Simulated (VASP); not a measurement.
# Fe (P6/mmm) in VASP: notebook

Fe is run at these levels: PBEsol; tasks: single point, relaxation of cell and atoms.

Everything below comes from runs of VASP 6.6.1. Logs are shortened: lines on timing, memory, paths and dates and some standing lists are left out, and cuts for length are marked.

### 1 The cell of the first run

The structure is hexagonal, space group P6/mmm (No. 191). Conventional cell: a = 2.452 Å, b = 2.452 Å, c = 2.291 Å, α = 90.00°, β = 90.00°, γ = 120.00°. Within 3.0 Å of Fe (site symmetry 6/mmm) lie 8 Fe at 2.29 to 2.45 Å.

This isn't the form of Fe at room conditions, which is bcc.

### 2 Single point, PBEsol, collinear spin, ferromagnetic start

File INCAR:

```
SYSTEM = Fe
  PREC = Accurate
  ENCUT = 690
  EDIFF = 1E-6
  ISMEAR = 0
  SIGMA = 0.1
  LREAL = .FALSE.
  LASPH = .TRUE.
  NELM = 200
  ALGO = Normal
  ISIF = 2
  LWAVE = .FALSE.
  LCHARG = .FALSE.
  ISPIN = 2
  MAGMOM = 4
  LORBIT = 11
  LMAXMIX = 4
  GGA = PS
  NBANDS = 18
  GGA_COMPAT = .FALSE.
```

File KPOINTS:

```
Automatic mesh
0
G
  9 9 8
  0 0 0
```

File POSCAR:

```
Fe
1.0
    2.4517979394      0.0000000000      0.0000000000
   -1.2258989697      2.1233193005      0.0000000000
    0.0000000000      0.0000000000      2.2908986996
Fe
1
Direct
    0.0000000000      0.0000000000      0.0000000000
```

Potentials or basis: VASP PAW PBE potentials, release 64 (Fe_sv).

The run is started by

```
cat potpaw_PBE.64/Fe_sv/POTCAR > POTCAR
mpirun -np 1 vasp_std > vasp.out
```

OUTCAR:

```text
SYSTEM = Fe
   PREC = Accurate
   ENCUT = 690
   EDIFF = 1E-6
   ISMEAR = 0
   LREAL = .FALSE.
   LASPH = .TRUE.
   NELM = 200
   ISIF = 2
   ISPIN = 2
   LORBIT = 11
   GGA = PS

 ion  position               nearest neighbor table
   1  0.000  0.000  0.000-

  LATTYP: Found a hexagonal cell.
 ALAT       =     2.4517979394
 C/A-ratio  =     0.9343750000

  Lattice vectors:

 A1 = (   2.4517979394,   0.0000000000,   0.0000000000)
 A2 = (  -1.2258989697,   2.1233193005,   0.0000000000)
 A3 = (   0.0000000000,   0.0000000000,   2.2908986996)

Analysis of symmetry for initial positions (statically):
=====================================================================
 Subroutine PRICEL returns:
 Original cell was already a primitive cell.

 Routine SETGRP: Setting up the symmetry group for a
 hexagonal supercell.

 Subroutine GETGRP returns: Found 24 space group operations
 (whereof 24 operations were pure point group operations)
 out of a pool of 24 trial point group operations.

The static configuration has the point symmetry D_6h.

Analysis of symmetry for dynamics (positions and initial velocities):
=====================================================================
 Subroutine PRICEL returns:
 Original cell was already a primitive cell.

 Routine SETGRP: Setting up the symmetry group for a
 hexagonal supercell.

 Subroutine GETGRP returns: Found 24 space group operations
 (whereof 24 operations were pure point group operations)
 out of a pool of 24 trial point group operations.

The dynamic configuration has the point symmetry D_6h.

Analysis of structural, dynamic, and magnetic symmetry:
=====================================================================
 Subroutine PRICEL returns:
 Original cell was already a primitive cell.

 Routine SETGRP: Setting up the symmetry group for a
 hexagonal supercell.

 Subroutine GETGRP returns: Found 24 space group operations
 (whereof 24 operations were pure point group operations)
 out of a pool of 24 trial point group operations.

The overall configuration has the point symmetry D_6h.

 Subroutine INISYM returns: Found 24 space group operations
 (whereof 24 operations are pure point group operations),
 and found     1 'primitive' translations

----------------------------------------------------------------------------------------

                                     Primitive cell

  volume of cell :      11.9263

  direct lattice vectors                    reciprocal lattice vectors
     2.451797939  0.000000000  0.000000000     0.407863953  0.235480363  0.000000000
    -1.225898970  2.123319300  0.000000000     0.000000000  0.470960726  0.000000000
     0.000000000  0.000000000  2.290898700     0.000000000  0.000000000  0.436509916

  length of vectors
     2.451797939  2.451797939  2.290898700     0.470960726  0.470960726  0.436509916

  position of ions in fractional coordinates (direct lattice)
     0.000000000  0.000000000  0.000000000

  ion indices of the primitive-cell ions
   primitive index   ion index
                 1           1

----------------------------------------------------------------------------------------

 KPOINTS: Automatic mesh

Automatic generation of k-mesh.
 Grid dimensions read from file:
 generate k-points for:    9    9    8

 Generating k-lattice:

  Cartesian coordinates                     Fractional coordinates (reciprocal lattice)
     0.045318217  0.026164485  0.000000000     0.111111111  0.000000000  0.000000000
     0.000000000  0.052328970  0.000000000     0.000000000  0.111111111  0.000000000
     0.000000000  0.000000000  0.054563740     0.000000000  0.000000000  0.125000000

  Length of vectors
     0.052328970  0.052328970  0.054563740

  Shift w.r.t. Gamma in fractional coordinates (k-lattice)
     0.000000000  0.000000000  0.000000000

 Subroutine IBZKPT returns following result:
 ===========================================

 Found     60 irreducible k-points:

 Following reciprocal coordinates:
            Coordinates               Weight
  0.000000  0.000000  0.000000      1.000000
  0.111111  0.000000  0.000000      6.000000
  0.222222  0.000000  0.000000      6.000000
  0.333333  0.000000  0.000000      6.000000
  0.444444  0.000000  0.000000      6.000000
  0.111111  0.111111  0.000000      6.000000
[... 16 lines left out ...]
  0.333333  0.222222  0.125000     24.000000
  0.333333  0.333333  0.125000      4.000000
 [... further k-points ...]
   k-points           NKPTS =     60   k-points in BZ     NKDIM =     60   number of bands    NBANDS=     18
   number of dos      NEDOS =    301   number of ions     NIONS =      1
   total plane-waves  NPLWV =  11520
   dimension x,y,z NGX =    24 NGY =   24 NGZ =   20
   dimension x,y,z NGXF=    48 NGYF=   48 NGZF=   40
   ions per type =               1
   NGX,Y,Z   is equivalent  to a cutoff of  16.27, 16.27, 14.51 a.u.
   NGXF,Y,Z  is equivalent  to a cutoff of  32.55, 32.55, 29.03 a.u.
 SYSTEM =  Fe
   PREC   = accura    normal or accurate (medium, high low for compatibility)
   ISTART =      0    job   : 0-new  1-cont  2-samecut
   ICHARG =      2    charge: 1-file 2-atom 10-const
   ISPIN  =      2    spin polarized calculation?
   LNONCOLLINEAR =      F non collinear calculations
   LSORBIT =      F    spin-orbit coupling
   LASPH  =      T    aspherical Exc in radial PAW
   ENCUT  =  690.0 eV  50.71 Ry    7.12 a.u.   5.25  5.25  4.91*2*pi/ulx,y,z
   NELM   =    200;   NELMIN=  2; NELMDL= -5     # of ELM steps
   EDIFF  = 0.1E-05   stopping-criterion for ELM
   LREAL  =      F    real-space projection
   EDIFFG = 0.1E-04   stopping-criterion for IOM
   NSW    =      0    number of steps for IOM
   IBRION =     -1    ionic relax: 0-MD 1-quasi-New 2-CG
   NFREE  =      0    steps in history (QN), initial steepest desc. (CG)
   ISIF   =      2    stress and relaxation
   ISYM   =      2    0-nonsym 1-usesym 2-fastsym
   POTIM  = 0.5000    time-step for ionic-motion
   TEBEG  =    0.0;   TEEND  =   0.0 temperature during run
   PSTRESS=    0.0 pullay stress
   NELECT =      16.0000    total number of electrons
   NUPDOWN=      -1.0000    fix difference up-down
   EMIN   =  10.00;   EMAX   =-10.00  energy-range for DOS
   EFERMI =   0.00;   METHOD = LEGACY
   ISMEAR =     0;   SIGMA  =   0.10  broadening in eV -4-tet -1-fermi 0-gaus
   EFERMI_NEDOS =   21; number of points for ismear=-14 and -15
   IALGO  =     38    algorithm
   IMIX   =      4    mixing-type and parameters
     AMIX     =   0.40;   BMIX     =  1.00
     AMIX_MAG =   1.60;   BMIX_MAG =  1.00
  volume/ion in A,a.u.               =      11.93        80.48
  Fermi-wavevector in a.u.,A,eV,Ry     =   1.805564  3.412021 44.355824  3.260061
  Thomas-Fermi vector in A             =   2.865236
   LORBIT       =     11    0 simple, 1 ext, 2 COOP (PROOUT), +10 PAW based schemes
   GGA     = PS    functional components
   LHFCALC =     F    Hartree Fock is set to
   AEXX    =    0.0000 exact exchange contribution
   IVDW    =     0    specifies the selected vdW correction
   LEPSILON=     F    determine dielectric tensor
   LRPA    =     F    only Hartree local field effects (RPA)
 spin polarized calculation
 Gauss-broadening in eV      SIGMA  =   0.10
  energy-cutoff  :      690.00
  volume of cell :       11.93
 maximum number of plane-waves:       497
 NGX is ok and might be reduce to    24
   NGX = 11   NGY = 11   NGZ =  9

 number of electron      15.9999991 magnetization       2.0868623

 Free energy of the ion-electron system (eV)
  ---------------------------------------------------
  ext. energy  EPLUGINS =         0.00000000
  ---------------------------------------------------
  free energy    TOTEN  =        -8.47264732 eV

  energy without entropy =       -8.46780519  energy(sigma->0) =       -8.47022626

 E-fermi :  11.4166     XC(G=0): -13.5457

 val. band max:       11.4043380589   @ k =   0.0000   0.0000   0.3750
 cond. band min:      11.4601589571   @ k =   0.4444   0.1111   0.3750
 fundamental gap:      0.0558208982
 Fermi energy:        11.4166198036

 spin component 1

 k-point     1 :       0.0000    0.0000    0.0000
  band No.  band energies     occupation
      1     -76.4375      1.00000
      2     -42.3739      1.00000
      3     -42.3188      1.00000
      4     -42.3188      1.00000
      5       2.9278      1.00000
      6       7.2780      1.00000
[... 10 lines left out ...]
     17      38.8133      0.00000
     18      46.6521      0.00000

 k-point     2 :       0.1111    0.0000    0.0000
  band No.  band energies     occupation
      1     -76.4291      1.00000
      2     -42.3701      1.00000
      3     -42.3692      1.00000
      4     -42.3312      1.00000
      5       3.3764      1.00000
      6       7.3942      1.00000
[... 10 lines left out ...]
     17      42.0452      0.00000
     18      49.0345      0.00000
[... 442 lines left out ...]
 k-point    24 :       0.3333    0.3333    0.1250
  band No.  band energies     occupation
      1     -76.3450      1.00000
      2     -42.6096      1.00000
      3     -42.6096      1.00000
      4     -42.4031      1.00000
      5       8.1587      1.00000
      6       8.1587      1.00000
[... 10 lines left out ...]
     17      46.2970      0.00000
     18      48.0798      0.00000

 [... further k-points ...]

 spin component 2

 k-point     1 :       0.0000    0.0000    0.0000
  band No.  band energies     occupation
      1     -74.0330      1.00000
      2     -39.9745      1.00000
      3     -39.9745      1.00000
      4     -39.9604      1.00000
      5       3.2471      1.00000
      6       8.4580      1.00000
[... 10 lines left out ...]
     17      39.3661      0.00000
     18      46.9092      0.00000

 k-point     2 :       0.1111    0.0000    0.0000
  band No.  band energies     occupation
      1     -74.0240      1.00000
      2     -40.0305      1.00000
      3     -39.9879      1.00000
      4     -39.9555      1.00000
      5       3.6984      1.00000
      6       8.5821      1.00000
[... 10 lines left out ...]
     17      42.4724      0.00000
     18      49.3924      0.00000
[... 442 lines left out ...]
 k-point    24 :       0.3333    0.3333    0.1250
  band No.  band energies     occupation
      1     -73.9335      1.00000
      2     -40.2917      1.00000
      3     -40.2917      1.00000
      4     -39.9926      1.00000
      5       9.4800      1.00000
      6       9.4800      1.00000
[... 10 lines left out ...]
     17      46.7549      0.00000
     18      48.7560      0.00000

 [... further k-points ...]

------------------------ aborting loop because EDIFF is reached ----------------------------------------

  FORCE on cell =-STRESS in cart. coord.  units (eV):
  Direction    XX          YY          ZZ          XY          YZ          ZX
  --------------------------------------------------------------------------------------
  -------------------------------------------------------------------------------------
  Total       -0.7921231     -0.7921231      0.3892769     -0.0000000      0.0000000      0.0000000
  in kB     -106.4136598   -106.4136598     52.2953831     -0.0000000      0.0000000      0.0000000
  external PRESSURE =     -53.5106455 kB  Pullay stress =       0.0000000 kB

 VOLUME and BASIS-vectors are now :
 -----------------------------------------------------------------------------
  energy-cutoff  :      690.00
  volume of cell :       11.93
      direct lattice vectors                 reciprocal lattice vectors
     2.451797939  0.000000000  0.000000000     0.407863953  0.235480363  0.000000000
    -1.225898970  2.123319300  0.000000000     0.000000000  0.470960726  0.000000000
     0.000000000  0.000000000  2.290898700     0.000000000  0.000000000  0.436509916

 POSITION                                       TOTAL-FORCE (eV/Angst)
 -----------------------------------------------------------------------------------
      0.00000      0.00000      0.00000        -0.000000      0.000000      0.000000
 -----------------------------------------------------------------------------------
    total drift:                                0.000000     -0.000000     -0.000000

  FREE ENERGIE OF THE ION-ELECTRON SYSTEM (eV)
  ---------------------------------------------------
  free  energy   TOTEN  =        -8.4726473210 eV

  energy  without entropy=       -8.4678051904  energy(sigma->0) =       -8.47022626

 total charge

# of ion       s       p       d       tot
------------------------------------------
    1        2.199   6.025   5.559  13.783

 magnetization (x)

# of ion       s       p       d       tot
------------------------------------------
    1        0.005  -0.001   2.026   2.031
```

Run time: 20 s. Hardware: 1 thread of AMD EPYC 9R45 (Zen 5), shared host; peak memory 0.12 GiB.

Results:

| Item | Value |
| --- | --- |
| Free energy | -8.4726 eV |
| Pressure | -5.4 GPa |
| Net moment | 2.09 μB per cell |
| Site moments | Fe +2.03 μB |
| Valence electrons inside the program's atomic spheres | Fe 13.78 |

Caveat: the stress differs along the axes, from -11 to 5 GPa; the PAW data sets were made with another functional, which shifts forces and pressure a little.

(Continued in part 2 of 2.)
